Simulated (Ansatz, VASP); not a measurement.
# PtSe2 in VASP and in Ansatz

Contents of INCAR:

```
SYSTEM = PtSe2
PREC = Accurate
ENCUT = 520
EDIFF = 1E-6
ISMEAR = -1
SIGMA = 0.02
LREAL = .False.
LASPH = .True.
NELM = 80
ALGO = Normal
ISIF = 2
LWAVE = .False.
LCHARG = .False.
GGA = PE
NBANDS = 18
```

The input KPOINTS:

```
Automatic mesh
0
Gamma
  12 12 6
  0 0 0
```

File POSCAR:

```
PtSe2
1.0
    3.9150828953      0.0000000000      0.0000000000
   -1.9575414477      3.2291059479      0.0000000000
    0.0000000000      0.0000000000      5.2771565025
Pt Se
1 2
Direct
    0.0000000000      0.0000000000      0.0000000000
    0.3370209755      0.6740419509      0.2385846392
    0.6629790245      0.3259580491      0.7614153608
```

Input for Ansatz:

```yaml
crystal:
  lattice:
    - [3.9150828953, 0.0, 0.0]
    - [-1.9575414477, 3.2291059479, 0.0]
    - [0.0, 0.0, 5.2771565025]
  atoms:
    - { symbol: Pt, position: [0.0, 0.0, 0.0] }
    - { symbol: Se, position: [0.3370209755, 0.6740419509, 0.2385846392] }
    - { symbol: Se, position: [0.6629790245, 0.3259580491, 0.7614153608] }
kpoints:
  mp_grid: { grid: [12, 12, 6] }
  band_path:
    path:
      - [0.0, 0.0, 0.0]
      - [0.5, 0.0, 0.0]
      - [0.3333333333, 0.3333333333, 0.0]
      - [0.0, 0.0, 0.5]
      - [0.5, 0.0, 0.5]
      - [0.3333333333, 0.3333333333, 0.5]
      - [0.3, 0.3, 0.0]
      - [0.0, 0.25, 0.3333333333]
    npoints: 1
hamiltonian:
  xc: pbe
scf:
  occupations: { method: fermi_dirac, width: 0.02 }
  n_extra_bands: 4
output:
  forces: true
  stress: true
  eigenvalues: true
```

Change from the starting cell: uniaxial_x strain +5.0%.

Alike in both runs: task single point; functional PBE; k mesh 12 × 12 × 6; occupations fermi-dirac, width 0.02 eV; no spin polarisation.

|  | VASP | Ansatz |
| --- | --- | --- |
| version | VASP 6.6.1 | Ansatz 0.2.0 |
| potentials or method | VASP PAW PBE potentials, release 64 (Pt, Se) | plane waves, PAW |
| plane-wave cutoff (eV) | 520 | 420 |
| valence electrons in the cell | 22 | 50 |

|  | VASP | Ansatz | Ansatz less VASP |
| --- | --- | --- | --- |
| pressure (GPa) | -0.3 | -0.3 | +0.03 |
| traceless stress, the component that is largest in VASP (GPa) | -3.33 | -3.33 | -0.003 |
| rms of the force components (eV/Å) | 0.055 | 0.055 | -0.0003 |

Atom by atom the forces differ by 0.000 eV/Å (rms over components). VASP's potentials hold 22 valence electrons a cell and Ansatz's 50, so a difference there can come from the potentials and not from the codes.

Neither program's run includes spin-orbit coupling.
